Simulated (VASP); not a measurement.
Crystal: CoO.

```
Co O
1.0
     0.00000    2.10269    2.10269
     2.10269    0.00000    2.10269
     2.10269    2.10269    0.00000
Co O
1 1
Direct
  0.00000 0.00000 0.00000
  0.50000 0.50000 0.50000
```

This cell differs from its parent crystal: volume scaled by 0.96.

Base run:

* Program: VASP 6.6.1
* Functional: PBEsol
* Potentials or basis: VASP PAW PBE potentials, release 64 (Co, O)
* Cutoff: 520 eV
* k mesh: 11 × 11 × 11
* Occupations: fermi-dirac, width 0.05 eV
* Spin: collinear spin, ferromagnetic start
* Starting moments: [2.0, 0.0] μB

Its results: pressure -5.2 GPa; net moment 2.84 μB per cell; site moments Co +2.49; O +0.29 μB.

**Question.** After a change of settings the same cell gave: pressure 1.2 GPa; net moment 2.42 μB per cell; site moments Co +2.20; O +0.19 μB. Which change was it?
A. functional from PBEsol to revPBE
B. functional from PBEsol to BLYP; dispersion from none to D3(BJ)
C. dispersion from none to D4
D. functional from PBEsol to LDA; potentials or basis from VASP PAW PBE potentials, release 64 (Co, O) to VASP PAW LDA potentials, release 64 (Co, O)

**Answer.** B.

Caveats: the PAW data sets were made with another functional, which shifts forces and pressure a little; a cell with one magnetic atom can't hold antiferromagnetic order, which such compounds often take; pairwise dispersion overbinds metals, which lowers pressure and volume (some runs).
